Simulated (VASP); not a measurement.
# Cu (P6_3/mmc) in VASP: a series of runs

Cu is run at these levels: revPBE, PBE; tasks: single point.

Everything below comes from runs of VASP 6.6.1. Logs are shortened: lines on timing, memory, paths and dates and some standing lists are left out, and cuts for length are marked.

## Step 1: The cell of the first run

The structure is hexagonal, space group P6_3/mmc (No. 194). The conventional cell has a = 2.534 Å, b = 2.534 Å, c = 4.113 Å, α = 90.00°, β = 90.00°, γ = 120.00°. Cu (site symmetry -6m2) has 12 Cu at 2.52 to 2.53 Å within 3.3 Å.

This isn't the form of Cu at room conditions, which is fcc.

## Step 2: Single point, revPBE

INCAR

```
SYSTEM = Cu
ALGO = Normal
EDIFF = 1E-6
ENCUT = 820
GGA = RE
GGA_COMPAT = .FALSE.
ISIF = 2
ISMEAR = -1
LASPH = .TRUE.
LCHARG = .FALSE.
LREAL = .FALSE.
LWAVE = .FALSE.
NBANDS = 26
NELM = 120
PREC = Accurate
SIGMA = 0.05
```

KPOINTS

```
k-points
0
G
  12 12 7
  0 0 0
```

POSCAR

```
Cu
1.0
    2.5340966698      0.0000000000      0.0000000000
   -1.2670483349      2.1945920917      0.0000000000
    0.0000000000      0.0000000000      4.1125710000
Cu
2
Direct
    0.6666666667      0.3333333333      0.7500000000
    0.3333333333      0.6666666667      0.2500000000
```

Potentials or basis: VASP PAW PBE potentials, release 64 (Cu_sv_GW).

Started as:

```bash
$ cat potpaw_PBE.64/Cu_sv_GW/POTCAR > POTCAR
$ mpirun -np 1 vasp_std > vasp.out
```

OUTCAR:

```text
SYSTEM = Cu
   EDIFF = 1E-6
   ENCUT = 820
   GGA = RE
   ISIF = 2
   ISMEAR = -1
   LASPH = .TRUE.
   LREAL = .FALSE.
   NELM = 120
   PREC = Accurate

 ion  position               nearest neighbor table
   1  0.667  0.333  0.750-   2 2.52   2 2.52   2 2.52   2 2.52   2 2.52   2 2.52
   2  0.333  0.667  0.250-   1 2.52   1 2.52   1 2.52   1 2.52   1 2.52   1 2.52

  LATTYP: Found a hexagonal cell.
 ALAT       =     2.5340966698
 C/A-ratio  =     1.6228942838

  Lattice vectors:

 A1 = (   2.5340966698,   0.0000000000,   0.0000000000)
 A2 = (  -1.2670483349,   2.1945920917,   0.0000000000)
 A3 = (   0.0000000000,   0.0000000000,   4.1125710000)

Analysis of symmetry for initial positions (statically):
=====================================================================
 Subroutine PRICEL returns:
 Original cell was already a primitive cell.

 Routine SETGRP: Setting up the symmetry group for a
 hexagonal supercell.

 Subroutine GETGRP returns: Found 24 space group operations
 (whereof 12 operations were pure point group operations)
 out of a pool of 24 trial point group operations.

The static configuration has the point symmetry D_3d.
 The point group associated with its full space group is D_6h.

Analysis of symmetry for dynamics (positions and initial velocities):
=====================================================================
 Subroutine PRICEL returns:
 Original cell was already a primitive cell.

 Routine SETGRP: Setting up the symmetry group for a
 hexagonal supercell.

 Subroutine GETGRP returns: Found 24 space group operations
 (whereof 12 operations were pure point group operations)
 out of a pool of 24 trial point group operations.

The dynamic configuration has the point symmetry D_3d.
 The point group associated with its full space group is D_6h.

 Subroutine INISYM returns: Found 24 space group operations
 (whereof 12 operations are pure point group operations),
 and found     1 'primitive' translations

----------------------------------------------------------------------------------------

                                     Primitive cell

  volume of cell :      22.8713

  direct lattice vectors                    reciprocal lattice vectors
     2.534096670  0.000000000  0.000000000     0.394617937  0.227832772  0.000000000
    -1.267048335  2.194592092  0.000000000     0.000000000  0.455665544  0.000000000
     0.000000000  0.000000000  4.112571000     0.000000000  0.000000000  0.243156896

  length of vectors
     2.534096670  2.534096670  4.112571000     0.455665544  0.455665544  0.243156896

  position of ions in fractional coordinates (direct lattice)
     0.666666667  0.333333333  0.750000000
     0.333333333  0.666666667  0.250000000

  ion indices of the primitive-cell ions
   primitive index   ion index
                 1           1
                 2           2

----------------------------------------------------------------------------------------

 KPOINTS: k-points

Automatic generation of k-mesh.
 Grid dimensions read from file:
 generate k-points for:   12   12    7

 Generating k-lattice:

  Cartesian coordinates                     Fractional coordinates (reciprocal lattice)
     0.032884828  0.018986064  0.000000000     0.083333333 -0.000000000  0.000000000
     0.000000000  0.037972129  0.000000000     0.000000000  0.083333333  0.000000000
     0.000000000  0.000000000  0.034736699     0.000000000  0.000000000  0.142857143

  Length of vectors
     0.037972129  0.037972129  0.034736699

  Shift w.r.t. Gamma in fractional coordinates (k-lattice)
     0.000000000  0.000000000  0.000000000

 Subroutine IBZKPT returns following result:
 ===========================================

 Found     76 irreducible k-points:

 Following reciprocal coordinates:
            Coordinates               Weight
  0.000000  0.000000  0.000000      1.000000
  0.083333  0.000000  0.000000      6.000000
  0.166667  0.000000  0.000000      6.000000
  0.250000 -0.000000  0.000000      6.000000
  0.333333 -0.000000  0.000000      6.000000
  0.416667 -0.000000  0.000000      6.000000
[... 16 lines left out ...]
  0.250000 -0.000000  0.142857     12.000000
  0.333333 -0.000000  0.142857     12.000000
 [... further k-points ...]
   k-points           NKPTS =     76   k-points in BZ     NKDIM =     76   number of bands    NBANDS=     26
   number of dos      NEDOS =    301   number of ions     NIONS =      2
   total plane-waves  NPLWV =  23040
   dimension x,y,z NGX =    24 NGY =   24 NGZ =   40
   dimension x,y,z NGXF=    48 NGYF=   48 NGZF=   80
   ions per type =               2
   NGX,Y,Z   is equivalent  to a cutoff of  15.74, 15.74, 16.17 a.u.
   NGXF,Y,Z  is equivalent  to a cutoff of  31.49, 31.49, 32.34 a.u.
 SYSTEM =  Cu
   PREC   = accura    normal or accurate (medium, high low for compatibility)
   ISTART =      0    job   : 0-new  1-cont  2-samecut
   ICHARG =      2    charge: 1-file 2-atom 10-const
   ISPIN  =      1    spin polarized calculation?
   LNONCOLLINEAR =      F non collinear calculations
   LSORBIT =      F    spin-orbit coupling
   LASPH  =      T    aspherical Exc in radial PAW
   ENCUT  =  820.0 eV  60.27 Ry    7.76 a.u.   5.92  5.92  9.60*2*pi/ulx,y,z
   NELM   =    120;   NELMIN=  2; NELMDL= -5     # of ELM steps
   EDIFF  = 0.1E-05   stopping-criterion for ELM
   LREAL  =      F    real-space projection
   EDIFFG = 0.1E-04   stopping-criterion for IOM
   NSW    =      0    number of steps for IOM
   IBRION =     -1    ionic relax: 0-MD 1-quasi-New 2-CG
   NFREE  =      0    steps in history (QN), initial steepest desc. (CG)
   ISIF   =      2    stress and relaxation
   ISYM   =      2    0-nonsym 1-usesym 2-fastsym
   POTIM  = 0.5000    time-step for ionic-motion
   TEBEG  =    0.0;   TEEND  =   0.0 temperature during run
   PSTRESS=    0.0 pullay stress
   NELECT =      38.0000    total number of electrons
   NUPDOWN=      -1.0000    fix difference up-down
   EMIN   =  10.00;   EMAX   =-10.00  energy-range for DOS
   EFERMI =   0.00;   METHOD = LEGACY
   ISMEAR =    -1;   SIGMA  =   0.05  broadening in eV -4-tet -1-fermi 0-gaus
   EFERMI_NEDOS =   21; number of points for ismear=-14 and -15
   IALGO  =     38    algorithm
   IMIX   =      4    mixing-type and parameters
     AMIX     =   0.40;   BMIX     =  1.00
     AMIX_MAG =   1.60;   BMIX_MAG =  1.00
  volume/ion in A,a.u.               =      11.44        77.17
  Fermi-wavevector in a.u.,A,eV,Ry     =   1.938977  3.664134 51.152874  3.759630
  Thomas-Fermi vector in A             =   2.969205
   LORBIT       =      0    0 simple, 1 ext, 2 COOP (PROOUT), +10 PAW based schemes
   GGA     = RE    functional components
   LHFCALC =     F    Hartree Fock is set to
   AEXX    =    0.0000 exact exchange contribution
   IVDW    =     0    specifies the selected vdW correction
   LEPSILON=     F    determine dielectric tensor
   LRPA    =     F    only Hartree local field effects (RPA)
 non-spin polarized calculation
  energy-cutoff  :      820.00
  volume of cell :       22.87
 maximum number of plane-waves:      1239
 NGX is ok and might be reduce to    24
   NGX = 11   NGY = 11   NGZ = 19

 number of electron      38.0000018 magnetization

 Free energy of the ion-electron system (eV)
  ---------------------------------------------------
  ext. energy  EPLUGINS =         0.00000000
  ---------------------------------------------------
  free energy    TOTEN  =        -6.74583761 eV

  energy without entropy =       -6.73786197  energy(sigma->0) =       -6.74184979

 E-fermi :   8.0561     XC(G=0): -13.4248

 val. band max:        8.0421278513   @ k =   0.0833   0.0833   0.1429
 cond. band min:       8.0809564191   @ k =   0.5000  -0.0000   0.0000
 fundamental gap:      0.0388285678
 Fermi energy:         8.0560761959

 k-point     1 :       0.0000    0.0000    0.0000
  band No.  band energies     occupation
      1    -104.6672      2.00000
      2    -104.6508      2.00000
      3     -62.0445      2.00000
      4     -61.9361      2.00000
      5     -61.9361      2.00000
      6     -61.9202      2.00000
[... 18 lines left out ...]
     25      31.8252      0.00000
     26      31.9476      0.00000

 k-point     2 :       0.0833    0.0000    0.0000
  band No.  band energies     occupation
      1    -104.6660      2.00000
      2    -104.6500      2.00000
      3     -62.0415      2.00000
      4     -61.9416      2.00000
      5     -61.9378      2.00000
      6     -61.9229      2.00000
[... 18 lines left out ...]
     25      32.9709      0.00000
     26      33.3361      0.00000

 k-point     3 :       0.1667    0.0000    0.0000
  band No.  band energies     occupation
      1    -104.6634      2.00000
      2    -104.6489      2.00000
      3     -62.0341      2.00000
      4     -61.9580      2.00000
      5     -61.9430      2.00000
      6     -61.9398      2.00000
[... 18 lines left out ...]
     25      30.0738      0.00000
     26      32.0123      0.00000

 k-point     4 :       0.2500   -0.0000    0.0000
  band No.  band energies     occupation
      1    -104.6597      2.00000
      2    -104.6474      2.00000
      3     -62.0227      2.00000
      4     -61.9805      2.00000
      5     -61.9626      2.00000
      6     -61.9499      2.00000
[... 18 lines left out ...]
     25      26.6863      0.00000
     26      29.0840      0.00000
[... 496 lines left out ...]
      1    -104.6627      2.00000
      2    -104.6496      2.00000
      3     -62.0292      2.00000
      4     -61.9565      2.00000
      5     -61.9444      2.00000
      6     -61.9419      2.00000
[... 18 lines left out ...]
     25      29.1559      0.00000
     26      31.0037      0.00000

 k-point    23 :       0.2500   -0.0000    0.1429
  band No.  band energies     occupation
      1    -104.6592      2.00000
      2    -104.6480      2.00000
      3     -62.0208      2.00000
      4     -61.9774      2.00000
      5     -61.9666      2.00000
      6     -61.9488      2.00000
[... 18 lines left out ...]
     25      27.7056      0.00000
     26      29.9228      0.00000

 k-point    24 :       0.3333   -0.0000    0.1429
  band No.  band energies     occupation
      1    -104.6553      2.00000
      2    -104.6466      2.00000
      3     -62.0165      2.00000
      4     -61.9935      2.00000
      5     -61.9873      2.00000
      6     -61.9556      2.00000
[... 18 lines left out ...]
     25      25.7755      0.00000
     26      28.0827      0.00000

 [... further k-points ...]

------------------------ aborting loop because EDIFF is reached ----------------------------------------

  FORCE on cell =-STRESS in cart. coord.  units (eV):
  Direction    XX          YY          ZZ          XY          YZ          ZX
  --------------------------------------------------------------------------------------
  -------------------------------------------------------------------------------------
  Total        1.2877218      1.2877218      1.3587358     -0.0000000     -0.0000000      0.0000000
  in kB       90.2074119     90.2074119     95.1820830     -0.0000000     -0.0000000      0.0000000
  external PRESSURE =      91.8656356 kB  Pullay stress =       0.0000000 kB

 VOLUME and BASIS-vectors are now :
 -----------------------------------------------------------------------------
  energy-cutoff  :      820.00
  volume of cell :       22.87
      direct lattice vectors                 reciprocal lattice vectors
     2.534096670  0.000000000  0.000000000     0.394617937  0.227832772  0.000000000
    -1.267048335  2.194592092  0.000000000     0.000000000  0.455665544  0.000000000
     0.000000000  0.000000000  4.112571000     0.000000000  0.000000000  0.243156896

 POSITION                                       TOTAL-FORCE (eV/Angst)
 -----------------------------------------------------------------------------------
      1.26705      0.73153      3.08443         0.000000      0.000000      0.000000
     -0.00000      1.46306      1.02814        -0.000000      0.000000      0.000000
 -----------------------------------------------------------------------------------
    total drift:                               -0.000001      0.000000     -0.000000

  FREE ENERGIE OF THE ION-ELECTRON SYSTEM (eV)
  ---------------------------------------------------
  free  energy   TOTEN  =        -6.7458376082 eV

  energy  without entropy=       -6.7378619668  energy(sigma->0) =       -6.74184979
```

It took 44 s on 1 thread of Intel Xeon Platinum 8488C (Sapphire Rapids), shared host; peak memory 0.22 GiB.

What came out:

```
Free energy            : -6.7458 eV
Pressure               : 9.2 GPa
Band gap on the k mesh : zero (bands 19 and 20 overlap by 5.90 eV)
```

Caveat: the cell stands under pressure; the PAW data sets were made with another functional, which shifts forces and pressure a little.

## Step 3: Single point, revPBE

This run uses another cell than the first one, of 12.30 Å³/atom.

INCAR

```
ALGO = Normal
EDIFF = 1E-6
ENCUT = 820
GGA = RE
GGA_COMPAT = F
ISIF = 2
ISMEAR = -1
LASPH = T
LCHARG = F
LREAL = F
LWAVE = F
NBANDS = 26
NELM = 120
PREC = Accurate
SIGMA = 0.05
```

KPOINTS

```
k-points
0
Gamma
  12 12 7
```

POSCAR

```
Cu
1.0
    2.5964237009      0.0000000000      0.0000000000
   -1.2982118504      2.2485688840      0.0000000000
    0.0000000000      0.0000000000      4.2127372357
Cu
2
Direct
    0.6666666667      0.3333333333      0.7500000000
    0.3333333333      0.6666666667      0.2500000000
```

Potentials or basis: VASP PAW PBE potentials, release 64 (Cu_sv_GW).

Started as:

```bash
$ cat potpaw_PBE.64/Cu_sv_GW/POTCAR > POTCAR
$ mpirun -np 1 vasp_std > vasp.out
```

It took 90 s on 1 thread of Intel Xeon Platinum 8259CL at 2.50GHz (Skylake/Cascade Lake), shared host; peak memory 0.23 GiB.

The run converged. Its results:

- Free energy: -6.7991 eV
- Pressure: -1.7 GPa
- Band gap on the k mesh: zero (bands 19 and 20 overlap by 5.63 eV)

Levels at points of the mesh, in eV from the Fermi level:
| k point | band 16 | band 17 | band 18 | band 19 | band 20 | band 21 | band 22 | band 23 |
| --- | --- | --- | --- | --- | --- | --- | --- | --- |
| (0.00, 0.00, 0.00) | -2.33 | -2.33 | -1.60 | -1.60 | -0.85 | 3.70 | 20.93 | 21.02 |
| (0.50, 0.00, 0.00) | -1.52 | -1.46 | -1.42 | 0.04 | 1.50 | 7.61 | 7.95 | 10.46 |

Caveat: the PAW data sets were made with another functional, which shifts forces and pressure a little.

## Step 4: Single point, PBE

INCAR

```
  PREC = Accurate
  ENCUT = 820
  EDIFF = 1E-6
  ISMEAR = 0
  SIGMA = 0.016
  LREAL = F
  LASPH = T
  NELM = 120
  ALGO = Normal
  ISIF = 2
  LWAVE = F
  LCHARG = F
  GGA = PE
  NBANDS = 26
  GGA_COMPAT = F
```

KPOINTS

```
Automatic mesh
0
Gamma
  12 12 7
```

POSCAR

```
Cu
1.0
    2.5340966698      0.0000000000      0.0000000000
   -1.2670483349      2.1945920917      0.0000000000
    0.0000000000      0.0000000000      4.1125710000
Cu
2
Direct
    0.6666666667      0.3333333333      0.7500000000
    0.3333333333      0.6666666667      0.2500000000
```

Started as:

```bash
$ cat potpaw_PBE.64/Cu_sv_GW/POTCAR > POTCAR
$ mpirun -np 1 vasp_std > vasp.out
```

It took 32 s on 1 thread of Intel Xeon 6975P-C (Granite Rapids), shared host; peak memory 0.23 GiB.

Results (log left out):

```
Free energy            : -7.5373 eV
Pressure               : 6.1 GPa
Band gap on the k mesh : zero (bands 19 and 20 overlap by 5.90 eV)
```

Stress tensor (GPa, compression positive):
```
5.94 0.00 0.00
0.00 5.94 0.00
0.00 0.00 6.29
```

Levels at points of the mesh, in eV from the Fermi level:
| k point | band 17 | band 18 | band 19 | band 20 | band 21 | band 22 |
| --- | --- | --- | --- | --- | --- | --- |
| (0.00, 0.00, 0.00) | -2.49 | -1.68 | -1.68 | -1.05 | 4.05 | 21.57 |
| (0.50, 0.00, 0.00) | -1.52 | -1.48 | 0.04 | 1.64 | 7.95 | 8.37 |

Caveat: the cell stands under pressure.

## Step 5: Overview

```tsv
level	cell	smearing	gap on the mesh (eV)	pressure (GPa)
revPBE	a = 2.534, b = 2.534, c = 4.113 Å, angles 90.0, 90.0, 120.0°, 2 atoms	fermi-dirac 0.05 eV	none	9.2
revPBE	a = 2.596, b = 2.596, c = 4.213 Å, angles 90.0, 90.0, 120.0°, 2 atoms	fermi-dirac 0.05 eV	none	-1.7
PBE	a = 2.534, b = 2.534, c = 4.113 Å, angles 90.0, 90.0, 120.0°, 2 atoms	gaussian 0.016 eV	none	6.1
```

Alike in all rows: task single point; potentials or basis VASP PAW PBE potentials, release 64 (Cu_sv_GW); no spin polarisation; k mesh 12 × 12 × 7; cutoff (eV) 820.

Caveats: the cell stands under pressure (at least some runs); the PAW data sets were made with another functional, which shifts forces and pressure a little (at least some runs).

Total energies depend on the potentials used, so only differences within one code and one set of settings carry meaning.

The gap in the log of VASP goes by the Fermi energy; the results here count the filled bands.